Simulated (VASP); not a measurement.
# Mg (I4/mmm) in VASP: single point with PBE

Aim: the single point of Mg with PBE.

All numbers are computed with VASP 6.6.1; they aren't measurements. Logs are shortened: lines on timing, memory, paths and dates and some standing lists are left out, and cuts for length are marked.

## Step 1: The cell of the first run

The structure is tetragonal, space group I4/mmm (No. 139). The conventional cell has a = 3.610 Å, b = 3.610 Å, c = 3.302 Å, α = 90.00°, β = 90.00°, γ = 90.00°. Within 4.0 Å of Mg (site symmetry 4/mmm) lie 14 Mg at 3.04 to 3.61 Å.

## Step 2: Single point, PBE, collinear spin

The input, INCAR:

```
SYSTEM = Mg
PREC = Accurate
ENCUT = 600
EDIFF = 1E-6
ISMEAR = -5
SIGMA = 0.1
LREAL = .FALSE.
LASPH = .TRUE.
NELM = 200
ALGO = Normal
ISIF = 2
LWAVE = .FALSE.
LCHARG = .FALSE.
ISPIN = 2
MAGMOM = 5
LORBIT = 11
GGA = PE
NBANDS = 11
NELECT = 1.75
GGA_COMPAT = .FALSE.
```

The input, KPOINTS:

```
Automatic mesh
0
G
  4 4 4
  0 0 0
```

The input, POSCAR:

```
Mg
1.0
   -1.8048671150      1.8048671150      1.6509340451
    1.8048671150     -1.8048671150      1.6509340451
    1.8048671150      1.8048671150     -1.6509340451
Mg
1
Direct
    0.0000000000      0.0000000000      0.0000000000
```

Potentials or basis: VASP PAW PBE potentials, release 64 (Mg).

On the command line:

```sh
cat potpaw_PBE.64/Mg/POTCAR > POTCAR
mpirun -np 1 vasp_std > vasp.out
```

OUTCAR:

```text
SYSTEM = Mg
   PREC = Accurate
   ENCUT = 600
   EDIFF = 1E-6
   ISMEAR = -5
   LREAL = .FALSE.
   LASPH = .TRUE.
   NELM = 200
   ISIF = 2
   ISPIN = 2
   LORBIT = 11
   GGA = PE
   NELECT = 1.75

 ion  position               nearest neighbor table
   1  0.000  0.000  0.000-

  LATTYP: Found a body centered tetragonal cell.
 ALAT       =     3.6097342300
 C/A-ratio  =     0.9147122419

  Lattice vectors:

 A1 = (  -1.8048671150,   1.8048671150,   1.6509340451)
 A2 = (   1.8048671150,  -1.8048671150,   1.6509340451)
 A3 = (   1.8048671150,   1.8048671150,  -1.6509340451)

Analysis of symmetry for initial positions (statically):
=====================================================================
 Subroutine PRICEL returns:
 Original cell was already a primitive cell.

 Routine SETGRP: Setting up the symmetry group for a
 body centered tetragonal supercell.

 Subroutine GETGRP returns: Found 16 space group operations
 (whereof 16 operations were pure point group operations)
 out of a pool of 16 trial point group operations.

The static configuration has the point symmetry D_4h.

Analysis of symmetry for dynamics (positions and initial velocities):
=====================================================================
 Subroutine PRICEL returns:
 Original cell was already a primitive cell.

 Routine SETGRP: Setting up the symmetry group for a
 body centered tetragonal supercell.

 Subroutine GETGRP returns: Found 16 space group operations
 (whereof 16 operations were pure point group operations)
 out of a pool of 16 trial point group operations.

The dynamic configuration has the point symmetry D_4h.

Analysis of structural, dynamic, and magnetic symmetry:
=====================================================================
 Subroutine PRICEL returns:
 Original cell was already a primitive cell.

 Routine SETGRP: Setting up the symmetry group for a
 body centered tetragonal supercell.

 Subroutine GETGRP returns: Found 16 space group operations
 (whereof 16 operations were pure point group operations)
 out of a pool of 16 trial point group operations.

The overall configuration has the point symmetry D_4h.

 Subroutine INISYM returns: Found 16 space group operations
 (whereof 16 operations are pure point group operations),
 and found     1 'primitive' translations

----------------------------------------------------------------------------------------

                                     Primitive cell

  volume of cell :      21.5120

  direct lattice vectors                    reciprocal lattice vectors
    -1.804867115  1.804867115  1.650934045     0.000000000  0.277028705  0.302858858
     1.804867115 -1.804867115  1.650934045     0.277028705  0.000000000  0.302858858
     1.804867115  1.804867115 -1.650934045     0.277028705  0.277028705  0.000000000

  length of vectors
     3.039847665  3.039847665  3.039847665     0.410449012  0.410449012  0.391777752

  position of ions in fractional coordinates (direct lattice)
     0.000000000  0.000000000  0.000000000

  ion indices of the primitive-cell ions
   primitive index   ion index
                 1           1

----------------------------------------------------------------------------------------

 KPOINTS: Automatic mesh

Automatic generation of k-mesh.
 Grid dimensions read from file:
 generate k-points for:    4    4    4

 Generating k-lattice:

  Cartesian coordinates                     Fractional coordinates (reciprocal lattice)
     0.000000000  0.069257176  0.075714715     0.250000000  0.000000000  0.000000000
     0.069257176  0.000000000  0.075714715     0.000000000  0.250000000  0.000000000
     0.069257176  0.069257176  0.000000000     0.000000000  0.000000000  0.250000000

  Length of vectors
     0.102612253  0.102612253  0.097944438

  Shift w.r.t. Gamma in fractional coordinates (k-lattice)
     0.000000000  0.000000000  0.000000000

 TETIRR: Found    123 inequivalent tetrahedra from      384

 Subroutine IBZKPT returns following result:
 ===========================================

 Found     13 irreducible k-points:

 Following reciprocal coordinates:
            Coordinates               Weight
  0.000000  0.000000  0.000000      1.000000
  0.250000 -0.000000  0.000000      8.000000
  0.500000 -0.000000  0.000000      4.000000
  0.250000  0.250000  0.000000      8.000000
  0.500000  0.250000  0.000000     16.000000
 -0.250000  0.250000  0.000000      4.000000
  0.500000  0.500000  0.000000      2.000000
  0.250000  0.250000  0.250000      2.000000
 -0.250000  0.250000  0.250000      4.000000
  0.500000  0.500000  0.250000      4.000000
 -0.250000  0.500000  0.250000      8.000000
 -0.250000 -0.250000  0.250000      2.000000
  0.500000  0.500000  0.500000      1.000000
   k-points           NKPTS =     13   k-points in BZ     NKDIM =     13   number of bands    NBANDS=     11
   number of dos      NEDOS =    301   number of ions     NIONS =      1
   total plane-waves  NPLWV =  13824
   dimension x,y,z NGX =    24 NGY =   24 NGZ =   24
   dimension x,y,z NGXF=    48 NGYF=   48 NGZF=   48
   ions per type =               1
   NGX,Y,Z   is equivalent  to a cutoff of  13.13, 13.13, 13.13 a.u.
   NGXF,Y,Z  is equivalent  to a cutoff of  26.25, 26.25, 26.25 a.u.
 SYSTEM =  Mg
   PREC   = accura    normal or accurate (medium, high low for compatibility)
   ISTART =      0    job   : 0-new  1-cont  2-samecut
   ICHARG =      2    charge: 1-file 2-atom 10-const
   ISPIN  =      2    spin polarized calculation?
   LNONCOLLINEAR =      F non collinear calculations
   LSORBIT =      F    spin-orbit coupling
   LASPH  =      T    aspherical Exc in radial PAW
   ENCUT  =  600.0 eV  44.10 Ry    6.64 a.u.   6.07  6.07  6.07*2*pi/ulx,y,z
   NELM   =    200;   NELMIN=  2; NELMDL= -5     # of ELM steps
   EDIFF  = 0.1E-05   stopping-criterion for ELM
   LREAL  =      F    real-space projection
   EDIFFG = 0.1E-04   stopping-criterion for IOM
   NSW    =      0    number of steps for IOM
   IBRION =     -1    ionic relax: 0-MD 1-quasi-New 2-CG
   NFREE  =      0    steps in history (QN), initial steepest desc. (CG)
   ISIF   =      2    stress and relaxation
   ISYM   =      2    0-nonsym 1-usesym 2-fastsym
   POTIM  = 0.5000    time-step for ionic-motion
   TEBEG  =    0.0;   TEEND  =   0.0 temperature during run
   PSTRESS=    0.0 pullay stress
   NELECT =       1.7500    total number of electrons
   NUPDOWN=      -1.0000    fix difference up-down
   EMIN   =  10.00;   EMAX   =-10.00  energy-range for DOS
   EFERMI =   0.00;   METHOD = LEGACY
   ISMEAR =    -5;   SIGMA  =   0.10  broadening in eV -4-tet -1-fermi 0-gaus
   EFERMI_NEDOS =   21; number of points for ismear=-14 and -15
   IALGO  =     38    algorithm
   IMIX   =      4    mixing-type and parameters
     AMIX     =   0.40;   BMIX     =  1.00
     AMIX_MAG =   1.60;   BMIX_MAG =  1.00
  volume/ion in A,a.u.               =      21.51       145.17
  Fermi-wavevector in a.u.,A,eV,Ry     =   0.709350  1.340478  6.846151  0.503178
  Thomas-Fermi vector in A             =   1.795909
   LORBIT       =     11    0 simple, 1 ext, 2 COOP (PROOUT), +10 PAW based schemes
   GGA     = PE    functional components
   LHFCALC =     F    Hartree Fock is set to
   AEXX    =    0.0000 exact exchange contribution
   IVDW    =     0    specifies the selected vdW correction
   LEPSILON=     F    determine dielectric tensor
   LRPA    =     F    only Hartree local field effects (RPA)
 spin polarized calculation
 Fermi weights with tetrahedron method with Bloechl corrections
  energy-cutoff  :      600.00
  volume of cell :       21.51
 maximum number of plane-waves:       734
   NGX = 13   NGY = 13   NGZ = 13

 number of electron       1.7500000 magnetization      -0.0003307

 number of electron       1.7500000 magnetization       0.0000040

 Free energy of the ion-electron system (eV)
  ---------------------------------------------------
  ext. energy  EPLUGINS =         0.00000000
  ---------------------------------------------------
  free energy    TOTEN  =        -2.20098384 eV

  energy without entropy =       -2.20098384  energy(sigma->0) =       -2.20098384

 E-fermi :   2.3146     XC(G=0):  -8.4269

 val. band max:        2.7539081927   @ k =   0.5000   0.5000   0.2500
 cond. band min:       1.9400197999   @ k =   0.5000   0.5000   0.0000
 fundamental gap:     -0.8138883928
 Fermi energy:         2.3146057057

 spin component 1

 k-point     1 :       0.0000    0.0000    0.0000
  band No.  band energies     occupation
      1      -3.9570      1.00000
      2      15.5574      0.00000
      3      17.4746      0.00000
      4      17.4746      0.00000
      5      17.7880      0.00000
      6      18.2044      0.00000
      7      18.2044      0.00000
      8      19.9601      0.00000
      9      20.0163      0.00000
     10      20.5249      0.00000
     11      20.5249      0.00000
[... 155 lines left out ...]
 k-point    13 :       0.5000    0.5000    0.5000
  band No.  band energies     occupation
      1       6.6270     -0.18134
      2       6.6270      0.00000
      3       6.8696      0.00000
      4       7.4838      0.00000
      5       8.8705      0.00000
      6      11.7827      0.00000
      7      27.2472      0.00000
      8      27.2472      0.00000
      9      27.6605      0.00000
     10      30.5454      0.00000
     11      32.3945      0.00000
 Fermi energy:         2.3146057057

 spin component 2

 k-point     1 :       0.0000    0.0000    0.0000
  band No.  band energies     occupation
      1      -3.9570      1.00000
      2      15.5574      0.00000
      3      17.4746      0.00000
      4      17.4746      0.00000
      5      17.7881      0.00000
      6      18.2044      0.00000
      7      18.2044      0.00000
      8      19.9602      0.00000
      9      20.0163      0.00000
     10      20.5248      0.00000
     11      20.5248      0.00000
[... 155 lines left out ...]
 k-point    13 :       0.5000    0.5000    0.5000
  band No.  band energies     occupation
      1       6.6270     -0.18134
      2       6.6270      0.00000
      3       6.8697      0.00000
      4       7.4838      0.00000
      5       8.8706      0.00000
      6      11.7828      0.00000
      7      27.2473      0.00000
      8      27.2473      0.00000
      9      27.6605      0.00000
     10      30.5454      0.00000
     11      32.3945      0.00000

------------------------ aborting loop because EDIFF is reached ----------------------------------------

  FORCE on cell =-STRESS in cart. coord.  units (eV):
  Direction    XX          YY          ZZ          XY          YZ          ZX
  --------------------------------------------------------------------------------------
  -------------------------------------------------------------------------------------
  Total       -1.1465264     -1.1465264     -1.0543344      0.0000000      0.0000000      0.0000000
  in kB      -85.3914621    -85.3914621    -78.5251520      0.0000000      0.0000000      0.0000000
  external PRESSURE =     -83.1026921 kB  Pullay stress =       0.0000000 kB

 VOLUME and BASIS-vectors are now :
 -----------------------------------------------------------------------------
  energy-cutoff  :      600.00
  volume of cell :       21.51
      direct lattice vectors                 reciprocal lattice vectors
    -1.804867115  1.804867115  1.650934045     0.000000000  0.277028705  0.302858858
     1.804867115 -1.804867115  1.650934045     0.277028705  0.000000000  0.302858858
     1.804867115  1.804867115 -1.650934045     0.277028705  0.277028705  0.000000000

 POSITION                                       TOTAL-FORCE (eV/Angst)
 -----------------------------------------------------------------------------------
      0.00000      0.00000      0.00000         0.000000      0.000000     -0.000000
 -----------------------------------------------------------------------------------
    total drift:                                0.000000      0.000000      0.000000

  FREE ENERGIE OF THE ION-ELECTRON SYSTEM (eV)
  ---------------------------------------------------
  free  energy   TOTEN  =        -2.2009838392 eV

  energy  without entropy=       -2.2009838392  energy(sigma->0) =       -2.20098384

 total charge

# of ion       s       p       d       tot
------------------------------------------
    1        0.180   0.123   0.008   0.311

 magnetization (x)

# of ion       s       p       d       tot
------------------------------------------
    1       -0.000   0.000  -0.000  -0.000
```

Run time: 7.8 s. Hardware: 1 thread of Intel Xeon Platinum 8375C at 2.90GHz (Ice Lake), shared host; peak memory 0.15 GiB.

Results:

```yaml
Free_energy: -2.2010 eV
Net_moment: 0.00 μB per cell
Valence_electrons_inside_the_program's_atomic_spheres: Mg 0.31
```

Caveat: the k points lie up to 0.64 Å⁻¹ apart; the cell carries a net charge on a neutralising background, which shifts energy and pressure; the cell is charged against a uniform background, so pressure and absolute levels hang on convention; tetrahedron occupations give inexact forces and stress in metals.
